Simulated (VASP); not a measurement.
BaS (rocksalt type), 2 atoms in the cell. The structure is cubic, space group Fm-3m (No. 225). Conventional cell: a = 6.270 Å, b = 6.270 Å, c = 6.270 Å, α = 90.00°, β = 90.00°, γ = 90.00°. Within 4.1 Å of Ba (site symmetry m-3m) lie 6 S at 3.13 Å. Within 4.1 Å of S (site symmetry m-3m) lie 6 Ba at 3.13 Å. 

```yaml
Program: VASP 6.6.1
Task: single point
Functional: LDA
Potentials_or_basis: VASP PAW LDA potentials, release 64 (Ba_sv, S)
Cutoff: 520 eV
k_mesh: 11 × 11 × 11
Occupations: fermi-dirac, width 0.1 eV
Spin: no spin polarisation
Dipole_correction: no
k_mesh_for_the_DOS: 17 × 17 × 17
Occupations_for_the_DOS: tetrahedron
Further_INCAR_settings: ALGO = Normal; EDIFF = 1e-06; NBANDS = 15
```

Potentials or basis: VASP PAW LDA potentials, release 64 (Ba_sv, S).

Launch:

```bash
$ cat potpaw_LDA.64/Ba_sv/POTCAR potpaw_LDA.64/S/POTCAR > POTCAR
$ cp INCAR.step1 INCAR
$ cp KPOINTS.step1 KPOINTS
$ mpirun -np 1 vasp_std > vasp.out
$ cp INCAR.step2 INCAR
$ cp KPOINTS.step2 KPOINTS
$ mpirun -np 1 vasp_std > vasp.out
```

Hardware: 1 thread of Intel(R) Xeon(R) Platinum 8259CL CPU @ 2.50GHz (Skylake/Cascade Lake), on a shared host.

Q: How long does it take, and how much memory?

A: Wall time 100 s on 1 thread of Intel(R) Xeon(R) Platinum 8259CL CPU @ 2.50GHz (Skylake/Cascade Lake), on a shared host, peak memory 0.28 GiB. Counts: k points 165.
